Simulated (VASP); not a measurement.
Here is a VASP 6.6.1 calculation.

File INCAR:

```
SYSTEM = AlFe
PREC = Accurate
ENCUT = 520
EDIFF = 1E-6
ISMEAR = -1
SIGMA = 0.05
LREAL = .FALSE.
LASPH = .TRUE.
NELM = 150
ALGO = Normal
ISIF = 2
LWAVE = .FALSE.
LCHARG = .FALSE.
ISPIN = 2
MAGMOM = 3 0
LORBIT = 11
LMAXMIX = 4
NBANDS = 16
```

File KPOINTS:

```
Automatic mesh
0
G
  9 9 9
  0 0 0
```

POSCAR

```
AlFe
1.0
    2.9292720848      0.0000000000      0.0000000000
    0.0000000000      2.9292720848      0.0000000000
    0.0000000000      0.0000000000      2.9292720848
Fe Al
1 1
Direct
    0.5000000000      0.5000000000      0.5000000000
    0.0000000000      0.0000000000      0.0000000000
```

Potentials or basis: VASP PAW LDA potentials, release 64 (Fe, Al).

Command:

```sh
$ cat potpaw_LDA.64/Fe/POTCAR potpaw_LDA.64/Al/POTCAR > POTCAR
$ mpirun -np 1 vasp_std > vasp.out
```

(1) What does it give for the site moments?

(2) What does it give for the net moment?

(3) Predict the pressure.

Answers

(1) Fe +0.64; Al -0.02 μB.

(2) 0.61 μB per cell.

(3) -18.7 GPa.
